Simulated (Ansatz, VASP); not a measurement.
## SiC: VASP beside Ansatz

```
Si C
1.0
     0.00000    1.65018    1.65018
     1.65018    0.00000    1.65018
     1.65018    1.65018    0.00000
Si C
1 1
Direct
  0.00000 0.00000 0.00000
  0.50000 0.50000 0.50000
```

Alike in both runs: task single point; functional r2SCAN; k mesh 17 × 17 × 17; occupations fermi-dirac, width 0.1 eV; no spin polarisation.

```csv
,VASP,Ansatz
version,VASP 6.6.1,Ansatz 0.2.0
potentials or method,"VASP PAW PBE potentials, release 64 (Si, C)","PAW with other files of Ansatz's library (level accurate), scalar-relativistic"
plane-wave cutoff (eV),660,800
valence electrons in the cell,8,8
```

Ansatz gave:

* pressure (GPa): 533.0

Problem. Which values does VASP return?

Solution. Pressure (GPa): 534.7.

VASP's potentials were made for PBE, not for r2SCAN. Both programs put the cell under a high pressure, so it lies far from rest at this level.

Noted on VASP's run: the cell as given lies far from equilibrium.
